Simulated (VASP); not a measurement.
The system is B.

```
CELL_PARAMETERS angstrom
0.00000 1.48534 1.48534
1.48534 0.00000 1.48534
1.48534 1.48534 0.00000
ATOMIC_POSITIONS crystal
B 0.00000 0.00000 0.00000
```

* Program: VASP 6.6.1
* Task: relaxation of cell and atoms
* Functional: PBE
* Potentials or basis: VASP PAW PBE potentials, release 64 (B)
* Cutoff: 600 eV
* k mesh: 18 × 18 × 18
* Occupations: fermi-dirac, width 0.1 eV
* Spin: no spin polarisation

At the start: pressure -23.7 GPa; volume 6.55 Å³/atom.

Q: Where does the relaxation end?

A: Over 3 steps the energy falls by 54.0 meV/atom and the volume is 5.88 Å³/atom (-10.2 %); space group Fm-3m (No. 225, to 0.05 Å).

The path:
| step | energy change (eV) | largest force (eV/Å) | pressure (GPa) | volume (Å³) |
| --- | --- | --- | --- | --- |
| 1 | 0.0000 | 0.0000 | -23.69 | 6.55 |
| 2 | -0.0474 | 0.0000 | 10.51 | 5.68 |
| 3 | -0.0540 | 0.0000 | 0.06 | 5.88 |

Final structure:
```xyz
1
Lattice="0.0000 1.4329 1.4329 1.4329 0.0000 1.4329 1.4329 1.4329 0.0000" Properties=species:S:1:pos:R:3 pbc="T T T"
B     0.0000    0.0000    0.0000
```
